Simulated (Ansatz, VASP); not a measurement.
## Two plane-wave programs on BeS

```xyz
2
Lattice="0.0000 2.4250 2.3523 2.4250 0.0000 2.3523 2.4250 2.4250 0.0000" Properties=species:S:1:pos:R:3 pbc="T T T"
Be    0.0000    0.0000    0.0000
S     3.6375    3.6375    3.5284
```

Change from the starting cell: strain +0.000 along x and y, -0.030 along z, atoms carried along.

Alike in both runs: task single point; functional PBE; k mesh 8 × 8 × 8; occupations gaussian, width 0.05 eV; no spin polarisation.

|  | VASP | Ansatz |
| --- | --- | --- |
| version | VASP 6.6.1 | Ansatz 0.2.0 |
| potentials or method | VASP PAW PBE potentials, release 64 (Be, S), cutoff 520 eV | scalar-relativistic, plane waves, PAW |
| valence electrons in the cell | 8 | 8 |

Ansatz gave:

```
gap on the k mesh at the Fermi level (eV)                     : 2.78
least direct gap on the mesh (eV)                             : 5.51
pressure (GPa)                                                : 4.7
traceless stress, the component that is largest in VASP (GPa) : 1.90
```

Task: Which values does VASP return?

Result: gap on the k mesh at the Fermi level (eV): 2.78; least direct gap on the mesh (eV): 5.53; pressure (GPa): 4.7; traceless stress, the component that is largest in VASP (GPa): 1.90.
